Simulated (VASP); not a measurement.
# Hf in VASP: single point with PBE

Aim: the single point of Hf with PBE.

Program: VASP 6.6.1. These are calculated values, not measurements. Logs are shortened: lines on timing, memory, paths and dates and some standing lists are left out, and cuts for length are marked.

### 1 The cell of the first run

The cell holds a slab with vacuum, 3 atoms: a = 3.203 Å, b = 3.203 Å, c = 21.073 Å, α = 90.00°, β = 90.00°, γ = 120.00°.

### 2 Single point, PBE

POSCAR

```
Hf
1.0
    3.2032284304      0.0000000000      0.0000000000
   -1.6016142152      2.7740771949      0.0000000000
    0.0000000000      0.0000000000     21.0730000000
Hf
3
Direct
    0.0000000000      0.0000000000      0.3796336128
    0.3333333340      0.6666666660      0.5000000000
    0.0000000000      0.0000000000      0.6203663872
```

INCAR.step1

```
SYSTEM = Hf
  ALGO = Normal
  DIPOL = 0.5 0.5 0.500
  EDIFF = 1E-7
  ENCUT = 520
  GGA = PE
  IDIPOL = 3
  ISIF = 2
  ISMEAR = -1
  LASPH = .TRUE.
  LCHARG = .TRUE.
  LDIPOL = .TRUE.
  LMAXMIX = 4
  LREAL = .FALSE.
  LWAVE = .FALSE.
  NBANDS = 22
  NELM = 100
  PREC = Accurate
  SIGMA = 0.1
```

KPOINTS.step1

```
k-points
0
G
  12 12 1
  0 0 0
```

INCAR.step2

```
SYSTEM = Hf
  ALGO = Normal
  DIPOL = 0.5 0.5 0.500
  EDIFF = 1E-7
  ENCUT = 520
  GGA = PE
  ICHARG = 11
  IDIPOL = 3
  ISIF = 2
  ISMEAR = -5
  LASPH = .TRUE.
  LCHARG = .FALSE.
  LDIPOL = .TRUE.
  LMAXMIX = 4
  LORBIT = 11
  LREAL = .FALSE.
  LWAVE = .FALSE.
  NBANDS = 22
  NEDOS = 2001
  NELM = 100
  PREC = Accurate
  SIGMA = 0.1
```

KPOINTS.step2

```
k-points
0
G
  18 18 1
  0 0 0
```

Potentials or basis: VASP PAW PBE potentials, release 64 (Hf_pv).

Launch:

```sh
$ cat potpaw_PBE.64/Hf_pv/POTCAR > POTCAR
$ cp INCAR.step1 INCAR
$ cp KPOINTS.step1 KPOINTS
$ mpirun -np 1 vasp_std > vasp.out
$ cp INCAR.step2 INCAR
$ cp KPOINTS.step2 KPOINTS
$ mpirun -np 1 vasp_std > vasp.out
```

OUTCAR:

```text
SYSTEM = Hf
   EDIFF = 1E-7
   ENCUT = 520
   GGA = PE
   ICHARG = 11
   ISIF = 2
   ISMEAR = -5
   LASPH = .TRUE.
   LORBIT = 11
   LREAL = .FALSE.
   NELM = 100
   PREC = Accurate

 ion  position               nearest neighbor table
   1  0.000  0.000  0.380-   2 3.14   2 3.14   2 3.14
   2  0.333  0.667  0.500-   1 3.14   3 3.14   1 3.14   3 3.14   1 3.14   3 3.14
   3  0.000  0.000  0.620-   2 3.14   2 3.14   2 3.14

  LATTYP: Found a hexagonal cell.
 ALAT       =     3.2032284304
 C/A-ratio  =     6.5786753764

  Lattice vectors:

 A1 = (   3.2032284304,   0.0000000000,   0.0000000000)
 A2 = (  -1.6016142152,   2.7740771949,   0.0000000000)
 A3 = (   0.0000000000,   0.0000000000,  21.0730000000)

Analysis of symmetry for initial positions (statically):
=====================================================================
 Subroutine PRICEL returns:
 Original cell was already a primitive cell.

 Routine SETGRP: Setting up the symmetry group for a
 hexagonal supercell.

 Subroutine GETGRP returns: Found 12 space group operations
 (whereof 12 operations were pure point group operations)
 out of a pool of 24 trial point group operations.

The static configuration has the point symmetry D_3h.

Analysis of symmetry for dynamics (positions and initial velocities):
=====================================================================
 Subroutine PRICEL returns:
 Original cell was already a primitive cell.

 Routine SETGRP: Setting up the symmetry group for a
 hexagonal supercell.

 Subroutine GETGRP returns: Found 12 space group operations
 (whereof 12 operations were pure point group operations)
 out of a pool of 24 trial point group operations.

The dynamic configuration has the point symmetry D_3h.

 Subroutine INISYM returns: Found 12 space group operations
 (whereof 12 operations are pure point group operations),
 and found     1 'primitive' translations

----------------------------------------------------------------------------------------

                                     Primitive cell

  volume of cell :     187.2547

  direct lattice vectors                    reciprocal lattice vectors
     3.203228430  0.000000000  0.000000000     0.312185041  0.180240118  0.000000000
    -1.601614215  2.774077195  0.000000000     0.000000000  0.360480235  0.000000000
     0.000000000  0.000000000 21.073000000     0.000000000  0.000000000  0.047454088

  length of vectors
     3.203228430  3.203228430 21.073000000     0.360480235  0.360480235  0.047454088

  position of ions in fractional coordinates (direct lattice)
     0.000000000  0.000000000  0.379633613
     0.333333334  0.666666666  0.500000000
     0.000000000  0.000000000  0.620366387

  ion indices of the primitive-cell ions
   primitive index   ion index
                 1           1
                 2           2
                 3           3

----------------------------------------------------------------------------------------

 KPOINTS: k-points

Automatic generation of k-mesh.
 Grid dimensions read from file:
 generate k-points for:   18   18    1

 Generating k-lattice:

  Cartesian coordinates                     Fractional coordinates (reciprocal lattice)
     0.017343613  0.010013340  0.000000000     0.055555556 -0.000000000  0.000000000
     0.000000000  0.020026680  0.000000000     0.000000000  0.055555556  0.000000000
     0.000000000  0.000000000  0.047454088     0.000000000  0.000000000  1.000000000

  Length of vectors
     0.020026680  0.020026680  0.047454088

  Shift w.r.t. Gamma in fractional coordinates (k-lattice)
     0.000000000  0.000000000  0.000000000

 TETIRR: Found    169 inequivalent tetrahedra from     1944

 Subroutine IBZKPT returns following result:
 ===========================================

 Found     37 irreducible k-points:

 Following reciprocal coordinates:
            Coordinates               Weight
  0.000000  0.000000  0.000000      1.000000
  0.055556  0.000000  0.000000      6.000000
  0.111111  0.000000  0.000000      6.000000
  0.166667  0.000000  0.000000      6.000000
  0.222222  0.000000  0.000000      6.000000
  0.277778  0.000000  0.000000      6.000000
[... 16 lines left out ...]
  0.333333  0.111111  0.000000     12.000000
  0.388889  0.111111  0.000000     12.000000
 [... further k-points ...]
   k-points           NKPTS =     37   k-points in BZ     NKDIM =     37   number of bands    NBANDS=     22
   number of dos      NEDOS =   2001   number of ions     NIONS =      3
   total plane-waves  NPLWV =  92160
   dimension x,y,z NGX =    24 NGY =   24 NGZ =  160
   dimension x,y,z NGXF=    48 NGYF=   48 NGZF=  320
   ions per type =               3
   NGX,Y,Z   is equivalent  to a cutoff of  12.46, 12.46, 12.62 a.u.
   NGXF,Y,Z  is equivalent  to a cutoff of  24.91, 24.91, 25.24 a.u.
 SYSTEM =  Hf
   PREC   = accura    normal or accurate (medium, high low for compatibility)
   ISTART =      0    job   : 0-new  1-cont  2-samecut
   ICHARG =     11    charge: 1-file 2-atom 10-const
   ISPIN  =      1    spin polarized calculation?
   LNONCOLLINEAR =      F non collinear calculations
   LSORBIT =      F    spin-orbit coupling
   LASPH  =      T    aspherical Exc in radial PAW
   ENCUT  =  520.0 eV  38.22 Ry    6.18 a.u.   5.96  5.96 39.18*2*pi/ulx,y,z
   NELM   =    100;   NELMIN=  2; NELMDL=  0     # of ELM steps
   EDIFF  = 0.1E-06   stopping-criterion for ELM
   LREAL  =      F    real-space projection
   EDIFFG = 0.1E-05   stopping-criterion for IOM
   NSW    =      0    number of steps for IOM
   IBRION =     -1    ionic relax: 0-MD 1-quasi-New 2-CG
   NFREE  =      0    steps in history (QN), initial steepest desc. (CG)
   ISIF   =      2    stress and relaxation
   ISYM   =      2    0-nonsym 1-usesym 2-fastsym
   POTIM  = 0.5000    time-step for ionic-motion
   TEBEG  =    0.0;   TEEND  =   0.0 temperature during run
   PSTRESS=    0.0 pullay stress
   NELECT =      30.0000    total number of electrons
   NUPDOWN=      -1.0000    fix difference up-down
   EMIN   =  10.00;   EMAX   =-10.00  energy-range for DOS
   EFERMI =   0.00;   METHOD = LEGACY
   ISMEAR =    -5;   SIGMA  =   0.10  broadening in eV -4-tet -1-fermi 0-gaus
   EFERMI_NEDOS =   21; number of points for ismear=-14 and -15
   IALGO  =     38    algorithm
   IMIX   =      4    mixing-type and parameters
     AMIX     =   0.40;   BMIX     =  1.00
     AMIX_MAG =   1.60;   BMIX_MAG =  1.00
  volume/ion in A,a.u.               =      62.42       421.22
  Fermi-wavevector in a.u.,A,eV,Ry     =   0.889142  1.680234 10.756398  0.790573
  Thomas-Fermi vector in A             =   2.010663
   LORBIT       =     11    0 simple, 1 ext, 2 COOP (PROOUT), +10 PAW based schemes
   GGA     = PE    functional components
   LHFCALC =     F    Hartree Fock is set to
   AEXX    =    0.0000 exact exchange contribution
   IVDW    =     0    specifies the selected vdW correction
   LEPSILON=     F    determine dielectric tensor
   LRPA    =     F    only Hartree local field effects (RPA)
 non-spin polarized calculation
 Fermi weights with tetrahedron method with Bloechl corrections
  energy-cutoff  :      520.00
  volume of cell :      187.25
 maximum number of plane-waves:      5102
 NGX is ok and might be reduce to    24

 number of electron      30.0000007 magnetization

 dipolmoment           0.000000      0.000000      0.000000 electrons x Angstroem

 Free energy of the ion-electron system (eV)
  ---------------------------------------------------
  ext. energy  EPLUGINS =         0.00000000
  ---------------------------------------------------
  free energy    TOTEN  =       -27.74156348 eV

  energy without entropy =      -27.74156348  energy(sigma->0) =      -27.74156348

 E-fermi :  -0.8808     XC(G=0):  -5.0515

 val. band max:       -0.8824936476   @ k =   0.4444   0.1111   0.0000
 cond. band min:      -0.8811064778   @ k =   0.2778   0.0000   0.0000
 fundamental gap:      0.0013871698
 Fermi energy:        -0.8807850660

 k-point     1 :       0.0000    0.0000    0.0000
  band No.  band energies     occupation
      1     -31.9250      2.00000
      2     -31.8012      2.00000
      3     -31.3813      2.00000
      4     -31.3813      2.00000
      5     -31.3769      2.00000
      6     -31.3769      2.00000
[... 14 lines left out ...]
     21       0.8939      0.00000
     22       0.8939      0.00000

 k-point     2 :       0.0556    0.0000    0.0000
  band No.  band energies     occupation
      1     -31.9201      2.00000
      2     -31.7999      2.00000
      3     -31.3981      2.00000
      4     -31.3965      2.00000
      5     -31.3854      2.00000
      6     -31.3808      2.00000
[... 14 lines left out ...]
     21       0.8543      0.00000
     22       0.9699      0.00000

 k-point     3 :       0.1111    0.0000    0.0000
  band No.  band energies     occupation
      1     -31.9062      2.00000
      2     -31.7966      2.00000
      3     -31.4506      2.00000
      4     -31.4462      2.00000
      5     -31.3973      2.00000
      6     -31.3920      2.00000
[... 14 lines left out ...]
     21       0.7644      0.00000
     22       1.1933      0.00000

 k-point     4 :       0.1667    0.0000    0.0000
  band No.  band energies     occupation
      1     -31.8848      2.00000
      2     -31.7925      2.00000
      3     -31.5288      2.00000
      4     -31.5192      2.00000
      5     -31.4155      2.00000
      6     -31.4091      2.00000
[... 14 lines left out ...]
     21       1.0831      0.00000
     22       1.5579      0.00000

 k-point     5 :       0.2222    0.0000    0.0000
  band No.  band energies     occupation
      1     -31.8589      2.00000
      2     -31.7894      2.00000
      3     -31.6195      2.00000
      4     -31.6075      2.00000
      5     -31.4376      2.00000
      6     -31.4300      2.00000
[... 14 lines left out ...]
     21       1.5117      0.00000
     22       1.8359      0.00000

 k-point     6 :       0.2778    0.0000    0.0000
  band No.  band energies     occupation
      1     -31.8352      2.00000
      2     -31.7899      2.00000
      3     -31.7079      2.00000
      4     -31.6995      2.00000
      5     -31.4611      2.00000
      6     -31.4522      2.00000
[... 14 lines left out ...]
     21       1.8523      0.00000
     22       1.8677      0.00000

 k-point     7 :       0.3333    0.0000    0.0000
  band No.  band energies     occupation
      1     -31.8412      2.00000
      2     -31.8040      2.00000
      3     -31.7756      2.00000
      4     -31.7595      2.00000
      5     -31.4830      2.00000
      6     -31.4729      2.00000
[... 324 lines left out ...]
      6     -31.4521      2.00000
[... 14 lines left out ...]
     21       1.5970      0.00000
     22       1.6010      0.00000

 k-point    21 :       0.2222    0.1111    0.0000
  band No.  band energies     occupation
      1     -31.8274      2.00000
      2     -31.7883      2.00000
      3     -31.7159      2.00000
      4     -31.7091      2.00000
      5     -31.4900      2.00000
      6     -31.4809      2.00000
[... 14 lines left out ...]
     21       1.6910      0.00000
     22       1.7232      0.00000

 k-point    22 :       0.2778    0.1111    0.0000
  band No.  band energies     occupation
      1     -31.8349      2.00000
      2     -31.7987      2.00000
      3     -31.7764      2.00000
      4     -31.7553      2.00000
      5     -31.5175      2.00000
      6     -31.5081      2.00000
[... 14 lines left out ...]
     21       1.9330      0.00000
     22       1.9595      0.00000

 k-point    23 :       0.3333    0.1111    0.0000
  band No.  band energies     occupation
      1     -31.8789      2.00000
      2     -31.8485      2.00000
      3     -31.7926      2.00000
      4     -31.7478      2.00000
      5     -31.5395      2.00000
      6     -31.5302      2.00000
[... 14 lines left out ...]
     21       2.2737      0.00000
     22       2.4068      0.00000

 k-point    24 :       0.3889    0.1111    0.0000
  band No.  band energies     occupation
      1     -31.9141      2.00000
      2     -31.8870      2.00000
      3     -31.7988      2.00000
      4     -31.7355      2.00000
      5     -31.5537      2.00000
      6     -31.5447      2.00000
[... 14 lines left out ...]
     21       2.5224      0.00000
     22       2.8070      0.00000

 [... further k-points ...]

------------------------ aborting loop because EDIFF is reached ----------------------------------------

 vacuum level on the upper side and lower side of the slab       (xc-potential included)        -0.113        -0.113

  FORCE on cell =-STRESS in cart. coord.  units (eV):
  Direction    XX          YY          ZZ          XY          YZ          ZX
  --------------------------------------------------------------------------------------
  -------------------------------------------------------------------------------------
  Total       -2.8563255     -2.8563255     -2.1378489      0.0000000     -0.0000000     -0.0000000
  in kB      -24.4391138    -24.4391138    -18.2917298      0.0000000     -0.0000000     -0.0000000
  external PRESSURE =     -22.3899858 kB  Pullay stress =       0.0000000 kB

 VOLUME and BASIS-vectors are now :
 -----------------------------------------------------------------------------
  energy-cutoff  :      520.00
  volume of cell :      187.25
      direct lattice vectors                 reciprocal lattice vectors
     3.203228430  0.000000000  0.000000000     0.312185041  0.180240118  0.000000000
    -1.601614215  2.774077195  0.000000000     0.000000000  0.360480235  0.000000000
     0.000000000  0.000000000 21.073000000     0.000000000  0.000000000  0.047454088

 POSITION                                       TOTAL-FORCE (eV/Angst)
 -----------------------------------------------------------------------------------
      0.00000      0.00000      8.00002         0.000000     -0.000000      0.503887
      0.00000      1.84938     10.53650        -0.000000      0.000000      0.000000
      0.00000      0.00000     13.07298         0.000000     -0.000000     -0.503887
 -----------------------------------------------------------------------------------
    total drift:                                0.000732     -0.000422      0.000000

  FREE ENERGIE OF THE ION-ELECTRON SYSTEM (eV)
  ---------------------------------------------------
  free  energy   TOTEN  =       -27.7415634767 eV

  energy  without entropy=      -27.7415634767  energy(sigma->0) =      -27.74156348

 vacuum level on the upper side and lower side of the slab         3.326         3.326

 total charge

# of ion       s       p       d       tot
------------------------------------------
    1        0.410   6.250   1.494   8.154
    2        0.387   6.382   1.541   8.310
    3        0.410   6.250   1.494   8.154
--------------------------------------------------
tot          1.208  18.881   4.529  24.618
```

It took 7.6 min on 1 thread of Intel Xeon 8259CL, shared host; peak memory 0.33 GiB.

What came out:

```
Valence electrons inside the program's atomic spheres : Hf 8.15, 8.31 (each value once)
```

Levels at points of the mesh, in eV from the Fermi level:
| k point | band 13 | band 14 | band 15 | band 16 | band 17 | band 18 |
| --- | --- | --- | --- | --- | --- | --- |
| (0.00, 0.00, 0.00) | -0.05 | 0.06 | 0.57 | 1.12 | 1.28 | 1.28 |
| (0.50, 0.00, 0.00) | -1.41 | -1.09 | 0.04 | 0.74 | 1.39 | 1.42 |

Caveat: spin-orbit coupling is left out, which moves the levels of the heavy elements.
